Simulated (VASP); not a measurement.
Set up this calculation in VASP 6.6.1, as the native input.

```
Task                   : single point
Functional             : PBEsol
Potentials or basis    : VASP PAW PBE potentials, release 64 (K_sv, Pd)
Cutoff                 : 520 eV
k mesh                 : 10 × 10 × 10
Occupations            : fermi-dirac, width 0.05 eV
Spin                   : no spin polarisation
Dipole correction      : no
Further INCAR settings : ALGO = Normal; EDIFF = 1e-07; NBANDS = 16
```

The structure of KPd (CsCl type) lies in POSCAR:

```
KPd
1.0
    3.5330180981      0.0000000000      0.0000000000
    0.0000000000      3.5330180981      0.0000000000
    0.0000000000      0.0000000000      3.5330180981
K Pd
1 1
Direct
    0.0000000000      0.0000000000      0.0000000000
    0.5000000000      0.5000000000      0.5000000000
```

This cell differs from its parent crystal: volume scaled by 0.9.

The input as run:

INCAR

```
SYSTEM = KPd
PREC = Accurate
ENCUT = 520
EDIFF = 1E-7
ISMEAR = -1
SIGMA = 0.05
LREAL = .FALSE.
LASPH = .TRUE.
NELM = 80
ALGO = Normal
ISIF = 2
LWAVE = .FALSE.
LCHARG = .TRUE.
GGA = PS
LELF = .TRUE.
LVHAR = .TRUE.
NBANDS = 16
```

KPOINTS

```
regular mesh
0
G
  10 10 10
  0 0 0
```

Potentials or basis: VASP PAW PBE potentials, release 64 (K_sv, Pd).

The run is started by

```sh
$ cat potpaw_PBE.64/K_sv/POTCAR potpaw_PBE.64/Pd/POTCAR > POTCAR
$ mpirun -np 1 vasp_std > vasp.out
```

Results of the run:

```json
{
  "Pressure": "3.7 GPa"
}
```

Caveat: the PAW data sets were made with another functional, which shifts forces and pressure a little.

It took 32 s on 1 thread of Intel(R) Xeon(R) Platinum 8259CL CPU @ 2.50GHz (Skylake/Cascade Lake) (shared host), peak memory 0.18 GiB.
